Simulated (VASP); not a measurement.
# Ga3BAs2 (Immm) in VASP: single point with PBE

Aim: the single point of Ga3BAs2 with PBE.

Everything below comes from runs of VASP 6.6.1. Logs are shortened: lines on timing, memory, paths and dates and some standing lists are left out, and cuts for length are marked.

**1. The cell of the first run**

The structure is orthorhombic, space group Immm (No. 71). The conventional cell has a = 3.868 Å, b = 7.259 Å, c = 7.725 Å, α = 90.00°, β = 90.00°, γ = 90.00°. Within 2.8 Å of Ga (site symmetry mm2) lie 1 B at 2.08 Å and 2 Ga at 2.63 Å and 2 As at 2.68 Å. Ga (site symmetry mmm) has 4 Ga at 2.63 Å and 4 As at 2.79 Å and 2 B at 3.63 Å within 3.7 Å. B (site symmetry mmm) has 2 Ga at 2.08 Å and 4 As at 2.53 Å within 2.8 Å. Within 3.3 Å of As (site symmetry m2m) lie 2 B at 2.53 Å and 8 Ga at 2.68 to 3.27 Å and 1 As at 3.25 Å.

The cell was generated, and may not be a known phase.

**2. Single point, PBE**

Input file INCAR:

```
SYSTEM = Ga3BAs2
PREC     = Accurate       ! precision mode
ENCUT    = 520            ! plane-wave cutoff, eV
EDIFF    = 1E-6           ! SCF threshold, eV
ISMEAR   = 0              ! smearing method
SIGMA    = 0.1            ! smearing width, eV
LREAL    = .False.        ! projectors in reciprocal space
LASPH    = .True.         ! aspherical terms in the spheres
NELM     = 100            ! most SCF steps
ALGO     = Normal         ! electronic algorithm
ISIF     = 2              ! what is computed and relaxed
LWAVE    = .False.        ! write WAVECAR
LCHARG   = .False.        ! write CHGCAR
GGA      = PE             ! functional
NBANDS   = 35             ! bands
```

Input file KPOINTS:

```
Automatic mesh
0
Gamma
  12 12 12
  0 0 0
```

Input file POSCAR:

```
Ga3BAs2
1.0
   -1.9342318318      3.6294293106      3.8627196739
    1.9342318318     -3.6294293106      3.8627196739
    1.9342318318      3.6294293106     -3.8627196739
Ga B As
3 1 2
Direct
    0.7690042115      0.2690042115      0.5000000000
    0.2309957885      0.7309957885      0.5000000000
    0.0000000000      0.0000000000      0.0000000000
    0.5000000000      0.0000000000      0.5000000000
    0.7238238749      0.5000000000      0.2238238749
    0.2761761251      0.5000000000      0.7761761251
```

Potentials or basis: VASP PAW PBE potentials, release 64 (Ga_d, B, As).

The run is started by

```
> cat potpaw_PBE.64/Ga_d/POTCAR potpaw_PBE.64/B/POTCAR potpaw_PBE.64/As/POTCAR > POTCAR
> mpirun -np 1 vasp_std > vasp.out
```

OUTCAR:

```text
SYSTEM = Ga3BAs2
   PREC = Accurate
   ENCUT = 520
   EDIFF = 1E-6
   ISMEAR = 0
   LREAL = .False.
   LASPH = .True.
   NELM = 100
   ISIF = 2
   GGA = PE

 ion  position               nearest neighbor table
   1  0.769  0.269  0.500-   4 2.08   3 2.63   3 2.63   5 2.68   6 2.68
   2  0.231  0.731  0.500-   4 2.08   3 2.63   3 2.63   6 2.68   5 2.68
   3  0.000  0.000  0.000-   2 2.63   1 2.63   2 2.63   1 2.63   6 2.79   6 2.79   5 2.79   5 2.79

   4  0.500  0.000  0.500-   1 2.08   2 2.08   5 2.53   6 2.53   5 2.53   6 2.53
   5  0.724  0.500  0.224-   4 2.53   4 2.53   1 2.68   2 2.68   3 2.79   3 2.79
   6  0.276  0.500  0.776-   4 2.53   4 2.53   2 2.68   1 2.68   3 2.79   3 2.79

  LATTYP: Found a body centered orthorhombic cell.
 ALAT       =     3.8684636636
 B/A-ratio  =     1.8764189747
 C/A-ratio  =     1.9970303510

  Lattice vectors:

 A1 = (  -1.9342318318,   3.6294293106,   3.8627196739)
 A2 = (   1.9342318318,  -3.6294293106,   3.8627196739)
 A3 = (   1.9342318318,   3.6294293106,  -3.8627196739)

Analysis of symmetry for initial positions (statically):
=====================================================================
 Subroutine PRICEL returns:
 Original cell was already a primitive cell.

 Routine SETGRP: Setting up the symmetry group for a
 body centered orthorhombic supercell.

 Subroutine GETGRP returns: Found  8 space group operations
 (whereof  8 operations were pure point group operations)
 out of a pool of  8 trial point group operations.

The static configuration has the point symmetry D_2h.

Analysis of symmetry for dynamics (positions and initial velocities):
=====================================================================
 Subroutine PRICEL returns:
 Original cell was already a primitive cell.

 Routine SETGRP: Setting up the symmetry group for a
 body centered orthorhombic supercell.

 Subroutine GETGRP returns: Found  8 space group operations
 (whereof  8 operations were pure point group operations)
 out of a pool of  8 trial point group operations.

The dynamic configuration has the point symmetry D_2h.

 Subroutine INISYM returns: Found  8 space group operations
 (whereof  8 operations are pure point group operations),
 and found     1 'primitive' translations

----------------------------------------------------------------------------------------

[... 96 lines left out ...]
   LSORBIT =      F    spin-orbit coupling
   LASPH  =      T    aspherical Exc in radial PAW
   ENCUT  =  520.0 eV  38.22 Ry    6.18 a.u.  10.49 10.49 10.49*2*pi/ulx,y,z
   NELM   =    100;   NELMIN=  2; NELMDL= -5     # of ELM steps
   EDIFF  = 0.1E-05   stopping-criterion for ELM
   LREAL  =      F    real-space projection
   EDIFFG = 0.1E-04   stopping-criterion for IOM
   NSW    =      0    number of steps for IOM
   IBRION =     -1    ionic relax: 0-MD 1-quasi-New 2-CG
   NFREE  =      0    steps in history (QN), initial steepest desc. (CG)
   ISIF   =      2    stress and relaxation
   ISYM   =      2    0-nonsym 1-usesym 2-fastsym
   POTIM  = 0.5000    time-step for ionic-motion
   TEBEG  =    0.0;   TEEND  =   0.0 temperature during run
   PSTRESS=    0.0 pullay stress
   NELECT =      52.0000    total number of electrons
   NUPDOWN=      -1.0000    fix difference up-down
   EMIN   =  10.00;   EMAX   =-10.00  energy-range for DOS
   EFERMI =   0.00;   METHOD = LEGACY
   ISMEAR =     0;   SIGMA  =   0.10  broadening in eV -4-tet -1-fermi 0-gaus
   EFERMI_NEDOS =   21; number of points for ismear=-14 and -15
   IALGO  =     38    algorithm
   IMIX   =      4    mixing-type and parameters
     AMIX     =   0.40;   BMIX     =  1.00
     AMIX_MAG =   1.60;   BMIX_MAG =  1.00
  volume/ion in A,a.u.               =      18.08       122.00
  Fermi-wavevector in a.u.,A,eV,Ry     =   1.281276  2.421260 22.336242  1.641667
  Thomas-Fermi vector in A             =   2.413655
   LORBIT       =      0    0 simple, 1 ext, 2 COOP (PROOUT), +10 PAW based schemes
   GGA     = PE    functional components
   LHFCALC =     F    Hartree Fock is set to
   AEXX    =    0.0000 exact exchange contribution
   IVDW    =     0    specifies the selected vdW correction
   LEPSILON=     F    determine dielectric tensor
   LRPA    =     F    only Hartree local field effects (RPA)
 non-spin polarized calculation
 Gauss-broadening in eV      SIGMA  =   0.10
  energy-cutoff  :      520.00
  volume of cell :      108.47
 maximum number of plane-waves:      2946
 NGX is ok and might be reduce to    42
   NGX = 21   NGY = 21   NGZ = 21

 number of electron      51.9999996 magnetization

 Free energy of the ion-electron system (eV)
  ---------------------------------------------------
  ext. energy  EPLUGINS =         0.00000000
  ---------------------------------------------------
  free energy    TOTEN  =       -22.53172785 eV

  energy without entropy =      -22.52342045  energy(sigma->0) =      -22.52757415

 E-fermi :   5.3652     XC(G=0): -10.5536

 val. band max:        5.3647222966   @ k =   0.1667   0.0833   0.0833
 cond. band min:       5.3669198350   @ k =  -0.0833  -0.4167   0.0833
 fundamental gap:      0.0021975384
 Fermi energy:         5.3651602458

 k-point     1 :       0.0000    0.0000    0.0000
  band No.  band energies     occupation
      1      -9.9943      2.00000
      2      -9.9865      2.00000
      3      -9.8594      2.00000
      4      -9.8185      2.00000
      5      -9.8144      2.00000
      6      -9.7820      2.00000
[... 901 lines left out ...]
     34      10.6161      0.00000
     35      10.9781      0.00000

 [... further k-points ...]
[... 5 lines left out ...]
  --------------------------------------------------------------------------------------
  -------------------------------------------------------------------------------------
  Total        0.0880697      0.1070309      0.0746450      0.0000000      0.0000000      0.0000000
  in kB        1.3008801      1.5809557      1.1025825      0.0000000      0.0000000      0.0000000
  external PRESSURE =       1.3281394 kB  Pullay stress =       0.0000000 kB

 VOLUME and BASIS-vectors are now :
 -----------------------------------------------------------------------------
  energy-cutoff  :      520.00
  volume of cell :      108.47
      direct lattice vectors                 reciprocal lattice vectors
    -1.934231832  3.629429311  3.862719674     0.000000000  0.137762705  0.129442476
     1.934231832 -3.629429311  3.862719674     0.258500554  0.000000000  0.129442476
     1.934231832  3.629429311 -3.862719674     0.258500554  0.137762705  0.000000000

 POSITION                                       TOTAL-FORCE (eV/Angst)
 -----------------------------------------------------------------------------------
      0.00000      3.62943      2.07818        -0.000000      0.000000     -0.019038
      1.93423      0.00000      1.78454        -0.000000      0.000000      0.019038
      0.00000      0.00000      0.00000         0.000000      0.000000      0.000000
      0.00000      3.62943      0.00000         0.000000      0.000000     -0.000000
     -0.00000      1.62471      3.86272         0.000000     -0.017642      0.000000
      1.93423      2.00472      0.00000        -0.000000      0.017642     -0.000000
 -----------------------------------------------------------------------------------
    total drift:                               -0.000000      0.000000     -0.000000

  FREE ENERGIE OF THE ION-ELECTRON SYSTEM (eV)
  ---------------------------------------------------
  free  energy   TOTEN  =       -22.5317278519 eV

  energy  without entropy=      -22.5234204507  energy(sigma->0) =      -22.52757415
```

Run time: 37 min. Hardware: 1 thread of Intel Xeon 8259CL, shared host; peak memory 0.95 GiB.

Results:

```yaml
Free_energy: -22.5317 eV
Pressure: 0.1 GPa
Largest_force: 0.019 eV/Å
Band_gap_on_the_k_mesh: zero (bands 26 and 27 overlap by 2.50 eV)
```

Forces in eV/Å, atoms in the order of the input:
```
Ga   0.000  0.000 -0.019
Ga   0.000  0.000  0.019
Ga   0.000  0.000  0.000
B    0.000  0.000  0.000
As   0.000 -0.018  0.000
As   0.000  0.018  0.000
```
